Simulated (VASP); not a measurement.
# Pt (Im-3m) in VASP: further runs

Aim: see how the results for Pt move with the level of theory and the settings. Levels: RPBE, LDA, revPBE, BLYP. Tasks: relaxation of cell and atoms.

Program: VASP 6.6.1. These are calculated values, not measurements. Logs are shortened: lines on timing, memory, paths and dates and some standing lists are left out, and cuts for length are marked.

## 1. The cell of the first run

It takes space group Im-3m (No. 229, cubic). Conventional cell: a = 3.168 Å, b = 3.168 Å, c = 3.168 Å, α = 90.00°, β = 90.00°, γ = 90.00°. Pt (site symmetry m-3m) has 14 Pt at 2.74 to 3.17 Å within 3.6 Å.

## 2. Relaxation of cell and atoms, RPBE

INCAR

```
SYSTEM = Pt
  PREC = Accurate
  ENCUT = 600
  EDIFF = 1E-6
  ISMEAR = -1
  SIGMA = 0.05
  LREAL = .FALSE.
  LASPH = .TRUE.
  NELM = 100
  ALGO = Fast
  ISIF = 3
  LWAVE = .FALSE.
  LCHARG = .FALSE.
  GGA = RP
  IBRION = 2
  NSW = 60
  EDIFFG = -0.01
```

KPOINTS

```
Automatic mesh
0
G
  12 12 12
  0 0 0
```

POSCAR

```
Pt
1.0
   -1.5842200000      1.5842200000      1.5842200000
    1.5842200000     -1.5842200000      1.5842200000
    1.5842200000      1.5842200000     -1.5842200000
Pt
1
Direct
    0.0000000000      0.0000000000      0.0000000000
```

Potentials or basis: VASP PAW PBE potentials, release 64 (Pt).

Launch:

```sh
$ cat potpaw_PBE.64/Pt/POTCAR > POTCAR
$ mpirun -np 1 vasp_std > vasp.out
```

OUTCAR:

```text
SYSTEM = Pt
   PREC = Accurate
   ENCUT = 600
   EDIFF = 1E-6
   ISMEAR = -1
   LREAL = .FALSE.
   LASPH = .TRUE.
   NELM = 100
   ISIF = 3
   GGA = RP
   IBRION = 2
   NSW = 60
   EDIFFG = -0.01

 ion  position               nearest neighbor table
   1  0.000  0.000  0.000-

  LATTYP: Found a body centered cubic cell.
 ALAT       =     3.1684400000

  Lattice vectors:

 A1 = (  -1.5842200000,   1.5842200000,   1.5842200000)
 A2 = (   1.5842200000,  -1.5842200000,   1.5842200000)
 A3 = (   1.5842200000,   1.5842200000,  -1.5842200000)

Analysis of symmetry for initial positions (statically):
=====================================================================
 Subroutine PRICEL returns:
 Original cell was already a primitive cell.

 Routine SETGRP: Setting up the symmetry group for a
 body centered cubic supercell.

 Subroutine GETGRP returns: Found 48 space group operations
[... 9 lines left out ...]

 Routine SETGRP: Setting up the symmetry group for a
 body centered cubic supercell.

 Subroutine GETGRP returns: Found 48 space group operations
[... 11 lines left out ...]
                                     Primitive cell

  volume of cell :      15.9040

  direct lattice vectors                    reciprocal lattice vectors
    -1.584220000  1.584220000  1.584220000     0.000000000  0.315612731  0.315612731
     1.584220000 -1.584220000  1.584220000     0.315612731  0.000000000  0.315612731
     1.584220000  1.584220000 -1.584220000     0.315612731  0.315612731  0.000000000

  length of vectors
     2.743949530  2.743949530  2.743949530     0.446343804  0.446343804  0.446343804

  position of ions in fractional coordinates (direct lattice)
     0.000000000  0.000000000  0.000000000

  ion indices of the primitive-cell ions
   primitive index   ion index
                 1           1

----------------------------------------------------------------------------------------

 KPOINTS: Automatic mesh

Automatic generation of k-mesh.
 Grid dimensions read from file:
 generate k-points for:   12   12   12

 Generating k-lattice:

  Cartesian coordinates                     Fractional coordinates (reciprocal lattice)
     0.000000000  0.026301061  0.026301061     0.083333333  0.000000000  0.000000000
     0.026301061  0.000000000  0.026301061     0.000000000  0.083333333  0.000000000
     0.026301061  0.026301061  0.000000000     0.000000000  0.000000000  0.083333333

  Length of vectors
     0.037195317  0.037195317  0.037195317

  Shift w.r.t. Gamma in fractional coordinates (k-lattice)
     0.000000000  0.000000000  0.000000000

 Subroutine IBZKPT returns following result:
 ===========================================

 Found     72 irreducible k-points:

 Following reciprocal coordinates:
            Coordinates               Weight
  0.000000  0.000000  0.000000      1.000000
  0.083333  0.000000  0.000000     12.000000
  0.166667  0.000000  0.000000     12.000000
  0.250000  0.000000  0.000000     12.000000
  0.333333  0.000000  0.000000     12.000000
  0.416667  0.000000  0.000000     12.000000
[... 16 lines left out ...]
  0.333333  0.083333  0.083333     24.000000
  0.416667  0.083333  0.083333     12.000000
 [... further k-points ...]
   k-points           NKPTS =     72   k-points in BZ     NKDIM =     72   number of bands    NBANDS=      9
   number of dos      NEDOS =    301   number of ions     NIONS =      1
   total plane-waves  NPLWV =  13824
   dimension x,y,z NGX =    24 NGY =   24 NGZ =   24
   dimension x,y,z NGXF=    48 NGYF=   48 NGZF=   48
   ions per type =               1
   NGX,Y,Z   is equivalent  to a cutoff of  14.54, 14.54, 14.54 a.u.
   NGXF,Y,Z  is equivalent  to a cutoff of  29.08, 29.08, 29.08 a.u.
 SYSTEM =  Pt
   PREC   = accura    normal or accurate (medium, high low for compatibility)
   ISTART =      0    job   : 0-new  1-cont  2-samecut
   ICHARG =      2    charge: 1-file 2-atom 10-const
   ISPIN  =      1    spin polarized calculation?
   LNONCOLLINEAR =      F non collinear calculations
   LSORBIT =      F    spin-orbit coupling
   LASPH  =      T    aspherical Exc in radial PAW
   ENCUT  =  600.0 eV  44.10 Ry    6.64 a.u.   5.48  5.48  5.48*2*pi/ulx,y,z
   NELM   =    100;   NELMIN=  2; NELMDL= -5     # of ELM steps
   EDIFF  = 0.1E-05   stopping-criterion for ELM
   LREAL  =      F    real-space projection
   EDIFFG = -.1E-01   stopping-criterion for IOM
   NSW    =     60    number of steps for IOM
   IBRION =      2    ionic relax: 0-MD 1-quasi-New 2-CG
   NFREE  =      1    steps in history (QN), initial steepest desc. (CG)
   ISIF   =      3    stress and relaxation
   ISYM   =      2    0-nonsym 1-usesym 2-fastsym
   POTIM  = 0.5000    time-step for ionic-motion
   TEBEG  =    0.0;   TEEND  =   0.0 temperature during run
   PSTRESS=    0.0 pullay stress
   NELECT =      10.0000    total number of electrons
   NUPDOWN=      -1.0000    fix difference up-down
   EMIN   =  10.00;   EMAX   =-10.00  energy-range for DOS
   EFERMI =   0.00;   METHOD = LEGACY
   ISMEAR =    -1;   SIGMA  =   0.05  broadening in eV -4-tet -1-fermi 0-gaus
   EFERMI_NEDOS =   21; number of points for ismear=-14 and -15
   IALGO  =     68    algorithm
   IMIX   =      4    mixing-type and parameters
     AMIX     =   0.40;   BMIX     =  1.00
     AMIX_MAG =   1.60;   BMIX_MAG =  1.00
  volume/ion in A,a.u.               =      15.90       107.33
  Fermi-wavevector in a.u.,A,eV,Ry     =   1.402510  2.650360 26.763132  1.967035
  Thomas-Fermi vector in A             =   2.525265
   LORBIT       =      0    0 simple, 1 ext, 2 COOP (PROOUT), +10 PAW based schemes
   GGA     = RP    functional components
   LHFCALC =     F    Hartree Fock is set to
   AEXX    =    0.0000 exact exchange contribution
   IVDW    =     0    specifies the selected vdW correction
   LEPSILON=     F    determine dielectric tensor
   LRPA    =     F    only Hartree local field effects (RPA)
 conjugate gradient relaxation of ions
 non-spin polarized calculation
 RMM-DIIS sequential band-by-band and
  energy-cutoff  :      600.00
  volume of cell :       15.90
 maximum number of plane-waves:       555
 NGX is ok and might be reduce to    24
   NGX = 11   NGY = 11   NGZ = 11

--------------------------------------- Ionic step        1  -------------------------------------------

 number of electron      10.0000000 magnetization

 number of electron       9.9999999 magnetization

 Free energy of the ion-electron system (eV)
  ---------------------------------------------------
  ext. energy  EPLUGINS =         0.00000000
  ---------------------------------------------------
  free energy    TOTEN  =        -5.38511598 eV

  energy without entropy =       -5.37885467  energy(sigma->0) =       -5.38198533

 E-fermi :  10.0971     XC(G=0): -13.1032

 val. band max:       10.0480324683   @ k =   0.5000   0.5000   0.4167
 cond. band min:      10.1334759511   @ k =  -0.4167  -0.4167   0.1667
 fundamental gap:      0.0854434828
 Fermi energy:        10.0971160577

 k-point     1 :       0.0000    0.0000    0.0000
  band No.  band energies     occupation
      1       0.7736      2.00000
      2       6.7322      2.00000
      3       6.7322      2.00000
      4       6.7322      2.00000
      5       9.1744      2.00000
      6       9.1744      2.00000
      7      27.2540      0.00000
      8      27.2540      0.00000
      9      27.2540      0.00000

 k-point     2 :       0.0833    0.0000    0.0000
  band No.  band energies     occupation
      1       1.0529      2.00000
      2       6.6244      2.00000
      3       6.7310      2.00000
      4       6.9545      2.00000
      5       9.0404      2.00000
      6       9.1820      2.00000
      7      27.3687      0.00000
      8      27.4424      0.00000
      9      27.6627      0.00000
[... 253 lines left out ...]
 k-point    24 :       0.4167    0.0833    0.0833
  band No.  band energies     occupation
      1       4.1558      2.00000
      2       5.3302      2.00000
      3       8.6056      2.00000
      4       9.1314      2.00000
      5       9.5042      1.99999
      6      13.5366      0.00000
      7      16.0905      0.00000
      8      23.3221      0.00000
      9      24.0682      0.00000

 [... further k-points ...]
[... 5 lines left out ...]
  --------------------------------------------------------------------------------------
  -------------------------------------------------------------------------------------
  Total        0.2289258      0.2289258      0.2289258      0.0000000      0.0000000     -0.0000000
  in kB       23.0621022     23.0621022     23.0621022      0.0000000      0.0000000     -0.0000000
  external PRESSURE =      23.0621022 kB  Pullay stress =       0.0000000 kB

 VOLUME and BASIS-vectors are now :
 -----------------------------------------------------------------------------
  energy-cutoff  :      600.00
  volume of cell :       15.90
      direct lattice vectors                 reciprocal lattice vectors
    -1.584220000  1.584220000  1.584220000     0.000000000  0.315612731  0.315612731
     1.584220000 -1.584220000  1.584220000     0.315612731  0.000000000  0.315612731
     1.584220000  1.584220000 -1.584220000     0.315612731  0.315612731  0.000000000
[... 141 lines left out ...]
 POSITION                                       TOTAL-FORCE (eV/Angst)
 -----------------------------------------------------------------------------------
      0.00000      0.00000      0.00000         0.000000      0.000000      0.000000
 -----------------------------------------------------------------------------------
    total drift:                                0.000000      0.000000     -0.000000

  FREE ENERGIE OF THE ION-ELECTRON SYSTEM (eV)
  ---------------------------------------------------
  free  energy   TOTEN  =        -5.3862438165 eV

  energy  without entropy=       -5.3798202617  energy(sigma->0) =       -5.38303204

--------------------------------------- Ionic step        6  -------------------------------------------

 number of electron       9.9999999 magnetization

 Free energy of the ion-electron system (eV)
  ---------------------------------------------------
  ext. energy  EPLUGINS =         0.00000000
  ---------------------------------------------------
  free energy    TOTEN  =        -5.38624772 eV

  energy without entropy =       -5.37983132  energy(sigma->0) =       -5.38303952

 E-fermi :   9.9208     XC(G=0): -13.0420

 val. band max:        9.8711190261   @ k =   0.5000   0.5000   0.4167
 cond. band min:       9.9549760302   @ k =  -0.4167  -0.4167   0.1667
 fundamental gap:      0.0838570041
 Fermi energy:         9.9207853321

 k-point     1 :       0.0000    0.0000    0.0000
  band No.  band energies     occupation
      1       0.6993      2.00000
      2       6.6075      2.00000
      3       6.6075      2.00000
      4       6.6075      2.00000
      5       9.0127      2.00000
      6       9.0127      2.00000
      7      27.0773      0.00000
      8      27.0773      0.00000
      9      27.0773      0.00000

 k-point     2 :       0.0833    0.0000    0.0000
  band No.  band energies     occupation
      1       0.9759      2.00000
      2       6.5017      2.00000
      3       6.6066      2.00000
      4       6.8265      2.00000
      5       8.8816      2.00000
      6       9.0202      2.00000
      7      27.1880      0.00000
      8      27.2521      0.00000
      9      27.4800      0.00000
[... 253 lines left out ...]
 k-point    24 :       0.4167    0.0833    0.0833
  band No.  band energies     occupation
      1       4.0673      2.00000
      2       5.2285      2.00000
      3       8.4613      2.00000
      4       8.9682      2.00000
      5       9.3343      1.99998
      6      13.3339      0.00000
      7      15.8359      0.00000
      8      23.1194      0.00000
      9      23.8020      0.00000

 [... further k-points ...]
[... 5 lines left out ...]
  --------------------------------------------------------------------------------------
  -------------------------------------------------------------------------------------
  Total       -0.0020616     -0.0020616     -0.0020616     -0.0000000      0.0000000     -0.0000000
  in kB       -0.2055858     -0.2055858     -0.2055858     -0.0000000      0.0000000     -0.0000000
  external PRESSURE =      -0.2055858 kB  Pullay stress =       0.0000000 kB

 VOLUME and BASIS-vectors are now :
 -----------------------------------------------------------------------------
  energy-cutoff  :      600.00
  volume of cell :       16.07
      direct lattice vectors                 reciprocal lattice vectors
    -1.589603698  1.589603698  1.589603698     0.000000000  0.314543808  0.314543808
     1.589603698 -1.589603698  1.589603698     0.314543808  0.000000000  0.314543808
     1.589603698  1.589603698 -1.589603698     0.314543808  0.314543808  0.000000000

 POSITION                                       TOTAL-FORCE (eV/Angst)
 -----------------------------------------------------------------------------------
      0.00000      0.00000     -0.00000        -0.000000     -0.000000     -0.000000
 -----------------------------------------------------------------------------------
    total drift:                                0.000000      0.000000     -0.000000

  FREE ENERGIE OF THE ION-ELECTRON SYSTEM (eV)
  ---------------------------------------------------
  free  energy   TOTEN  =        -5.3862477227 eV

  energy  without entropy=       -5.3798313168  energy(sigma->0) =       -5.38303952

 reached required accuracy - stopping structural energy minimisation
```

Run time: 50 s. Hardware: 1 thread of Intel Xeon Platinum 8375C at 2.90GHz (Ice Lake), shared host; peak memory 0.16 GiB.

What came out:

```
Free energy                            : -5.3862 eV
Relaxed volume                         : 16.07 Å³/atom
Relaxed cell                           : a = 2.753 Å, b = 2.753 Å, c = 2.753 Å, α = 109.47°, β = 109.47°, γ = 109.47°
Space group after relaxing (to 0.05 Å) : Im-3m (No. 229)
Energy gained by relaxing              : 1.1 meV/atom
Ionic steps                            : 6
Pressure after relaxing                : 0.0 GPa
Band gap on the k mesh                 : zero (band 5 reaches 10.96 eV, above the bottom of band 6 at 8.86 eV)
```

The path:
```
step  energy change (eV)  largest force (eV/Å)  pressure (GPa)  volume (Å³)
   1              0.0000                0.0000            2.31        15.90
   2              0.0046                0.0000           -4.55        16.44
   3             -0.0011                0.0000            0.33        16.06
   4             -0.0011                0.0000           -0.21        16.08
   5             -0.0011                0.0000           -0.15        16.07
   6             -0.0011                0.0000           -0.02        16.07
```

Final structure:
```yaml
crystal:
  lattice:
    - [-1.58960, 1.58960, 1.58960]
    - [1.58960, -1.58960, 1.58960]
    - [1.58960, 1.58960, -1.58960]
  atoms:
    - { symbol: Pt, position: [0.00000, 0.00000, 0.00000] }
```

Caveat: the PAW data sets were made with another functional, which shifts forces and pressure a little; spin-orbit coupling is left out, which moves the levels of the heavy elements.

## 3. Relaxation of cell and atoms, LDA

INCAR

```
SYSTEM = Pt
PREC = Accurate ; ENCUT = 600
EDIFF = 1E-7 ; ISMEAR = -1
SIGMA = 0.05 ; LREAL = .False.
LASPH = .True. ; NELM = 60
ALGO = Normal ; ISIF = 3
LWAVE = .False. ; LCHARG = .False.
IBRION = 2 ; NSW = 60
EDIFFG = -0.01
```

KPOINTS

```
regular mesh
0
Gamma
  12 12 12
  0 0 0
```

POSCAR is that of step 2.

Potentials or basis: VASP PAW LDA potentials, release 64 (Pt).

Launch:

```sh
$ cat potpaw_LDA.64/Pt/POTCAR > POTCAR
$ mpirun -np 1 vasp_std > vasp.out
```

OUTCAR:

```text
SYSTEM = Pt
   PREC = Accurate
   ENCUT = 600
   EDIFF = 1E-7
   ISMEAR = -1
   LREAL = .False.
   LASPH = .True.
   NELM = 60
   ISIF = 3
   IBRION = 2
   NSW = 60
   EDIFFG = -0.01

 ion  position               nearest neighbor table
   1  0.000  0.000  0.000-

  LATTYP: Found a body centered cubic cell.
 ALAT       =     3.1684400000

  Lattice vectors:

 A1 = (  -1.5842200000,   1.5842200000,   1.5842200000)
 A2 = (   1.5842200000,  -1.5842200000,   1.5842200000)
 A3 = (   1.5842200000,   1.5842200000,  -1.5842200000)

Analysis of symmetry for initial positions (statically):
=====================================================================
 Subroutine PRICEL returns:
 Original cell was already a primitive cell.

 Routine SETGRP: Setting up the symmetry group for a
 body centered cubic supercell.

 Subroutine GETGRP returns: Found 48 space group operations
[... 9 lines left out ...]

 Routine SETGRP: Setting up the symmetry group for a
[... 166 lines left out ...]
      1       0.4796      2.00000
      2       6.4617      2.00000
      3       6.4617      2.00000
      4       6.4617      2.00000
      5       8.9761      2.00000
      6       8.9761      2.00000
      7      27.0063      0.00000
      8      27.0063      0.00000
      9      27.0063      0.00000
[... 415 lines left out ...]
--------------------------------------- Ionic step        5  -------------------------------------------

 number of electron      10.0000001 magnetization

 Free energy of the ion-electron system (eV)
  ---------------------------------------------------
  ext. energy  EPLUGINS =         0.00000000
  ---------------------------------------------------
  free energy    TOTEN  =        -7.40778861 eV

  energy without entropy =       -7.40219237  energy(sigma->0) =       -7.40499049

 E-fermi :  10.9994     XC(G=0): -13.7333

 val. band max:       10.9429396073   @ k =   0.5000   0.5000   0.4167
 cond. band min:      11.0448907971   @ k =  -0.4167  -0.4167   0.1667
 fundamental gap:      0.1019511898
 Fermi energy:        10.9994286807

 k-point     1 :       0.0000    0.0000    0.0000
  band No.  band energies     occupation
      1       0.9767      2.00000
      2       7.2642      2.00000
      3       7.2642      2.00000
      4       7.2642      2.00000
      5      10.0159      2.00000
      6      10.0160      2.00000
      7      28.1200      0.00000
      8      28.1200      0.00000
      9      28.1200      0.00000
[... 304 lines left out ...]
  FREE ENERGIE OF THE ION-ELECTRON SYSTEM (eV)
  ---------------------------------------------------
  free  energy   TOTEN  =        -7.4077886054 eV

  energy  without entropy=       -7.4021923651  energy(sigma->0) =       -7.40499049

 reached required accuracy - stopping structural energy minimisation
```

OSZICAR:

```text
N       E                     dE             d eps       ncg     rms          rms(c)
DAV:   1     0.403079692638E+02    0.40308E+02   -0.59727E+03  1320   0.116E+03
DAV:   2    -0.724479876383E+01   -0.47553E+02   -0.45748E+02  1378   0.200E+02
[... 37 lines left out ...]
   4 F= -.74077759E+01 E0= -.74049709E+01  d E =-.491895E-01
       N       E                     dE             d eps       ncg     rms          rms(c)
DAV:   1    -0.740791641097E+01   -0.14058E-03   -0.30950E-03  1301   0.597E-01    0.796E-02
DAV:   2    -0.740779535146E+01    0.12106E-03   -0.37057E-04  1300   0.171E-01    0.310E-02
DAV:   3    -0.740778826880E+01    0.70827E-05   -0.35798E-05  1358   0.500E-02    0.160E-02
DAV:   4    -0.740778860142E+01   -0.33261E-06   -0.12878E-06  1389   0.844E-03    0.504E-04
DAV:   5    -0.740778860543E+01   -0.40120E-08   -0.12403E-08   683   0.113E-03
   5 F= -.74077886E+01 E0= -.74049905E+01  d E =-.492023E-01
```

Wall time 39 s (1 thread of Intel Xeon Platinum 8375C at 2.90GHz (Ice Lake), shared host); peak memory 0.16 GiB.

What came out:

| Property | Result |
| --- | --- |
| Free energy | -7.4078 eV |
| Relaxed volume | 14.95 Å³/atom |
| Relaxed cell | a = 2.688 Å, b = 2.688 Å, c = 2.688 Å, α = 109.47°, β = 109.47°, γ = 109.47° |
| Space group after relaxing (to 0.05 Å) | Im-3m (No. 229) |
| Energy gained by relaxing | 49.2 meV/atom |
| Ionic steps | 5 |
| Pressure after relaxing | 0.1 GPa |
| Band gap on the k mesh | zero (band 5 reaches 12.22 eV, above the bottom of band 6 at 9.84 eV) |

Step by step:
```tsv
step	energy change (eV)	largest force (eV/Å)	pressure (GPa)	volume (Å³)
1	0.0000	0.0000	-15.51	15.90
2	0.4294	0.0000	78.29	12.62
3	-0.0490	0.0000	-1.14	15.01
4	-0.0492	0.0000	-0.30	14.97
5	-0.0492	0.0000	0.07	14.95
```

Final structure:
```
Pt
1.0
    -1.55183    1.55183    1.55183
     1.55183   -1.55183    1.55183
     1.55183    1.55183   -1.55183
Pt
1
Direct
  0.00000 0.00000 0.00000
```

Levels at points of the mesh, in eV from the Fermi level:
```
           k point  band 3  band 4  band 5  band 6  band 7  band 8
(0.00, 0.00, 0.00)   -3.74   -3.74   -0.98   -0.98   17.12   17.12
(0.50, 0.00, 0.00)   -1.18   -0.61    0.17    1.26    6.86   13.32
(0.50, 0.50, 0.50)    0.67    0.67    0.67    7.84    7.84    7.84
```

Caveat: spin-orbit coupling is left out, which moves the levels of the heavy elements.

[end of part 1 of 2]
